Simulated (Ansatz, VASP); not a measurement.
**One calculation of Si2Mo, two programs**

```
CELL_PARAMETERS angstrom
-1.60845 1.60845 3.93641
1.60845 -1.60845 3.93641
1.60845 1.60845 -3.93641
ATOMIC_POSITIONS crystal
Si 0.33512 0.33512 0.00000
Si 0.66488 0.66488 0.00000
Mo 0.00000 0.00000 0.00000
```

Alike in both runs: functional PBE; k mesh 20 × 20 × 20; occupations methfessel-paxton of order 1, width 0.1 eV; no spin polarisation.

Ansatz relaxed the structure, and its values are those at the end. VASP's run is a single point on that final structure, the one shown.

|  | VASP | Ansatz |
| --- | --- | --- |
| version | VASP 6.6.1 | Ansatz 0.2.0 |
| potentials or method | VASP PAW PBE potentials, release 64 (Si, Mo_sv) | scalar-relativistic, plane waves, PAW |
| plane-wave cutoff (eV) | 520 | 420 |
| valence electrons in the cell | 22 | 22 |

Ansatz gave:

- gap on the k mesh at the Fermi level (eV): none
- pressure (GPa): 0.0

Question: What did VASP give for the same quantities?

Answer: gap on the k mesh at the Fermi level (eV): none; pressure (GPa): 0.2.

A gap of «none» marks a metal or a gap that the smearing closes. The functional is the same, so the differences come from potentials, cutoffs and numerics.
